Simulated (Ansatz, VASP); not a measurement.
## Al2O5 in VASP and in Ansatz

```
Al O
1.0
     5.07829   -1.49814   -0.14427
     5.07829    1.49814   -0.14427
    -4.65661    0.00000    5.52361
Al O
2 5
Direct
  0.38910 0.38910 0.67418
  0.61090 0.61090 0.32582
  0.60925 0.60925 0.97934
  0.39075 0.39075 0.02066
  0.00000 0.00000 0.00000
  0.14415 0.14415 0.48461
  0.85585 0.85585 0.51539
```

Alike in both runs: functional PBEsol; k mesh 8 × 8 × 4; occupations gaussian, width 0.1 eV; no spin polarisation.

Ansatz relaxed the structure, and its values are those at the end. VASP's run is a single point on that final structure, the one shown.

|  | VASP | Ansatz |
| --- | --- | --- |
| version | VASP 6.6.1 | Ansatz 0.2.0 |
| potentials or method | VASP PAW PBE potentials, release 64 (Al, O), cutoff 520 eV | scalar-relativistic, plane waves, PAW |
| valence electrons in the cell | 36 | 36 |

Ansatz gave:

* gap on the k mesh at the Fermi level (eV): 0.16
* least direct gap on the mesh (eV): 0.74
* pressure (GPa): 0.2
* rms of the force components (eV/Å): 0.012

Question: What did VASP give for the same quantities?

Answer: gap on the k mesh at the Fermi level (eV): 0.14; least direct gap on the mesh (eV): 0.74; pressure (GPa): 0.4; rms of the force components (eV/Å): 0.017.

VASP's potentials were made for PBE, not for PBEsol. The functional is the same, so the differences come from potentials, cutoffs and numerics.
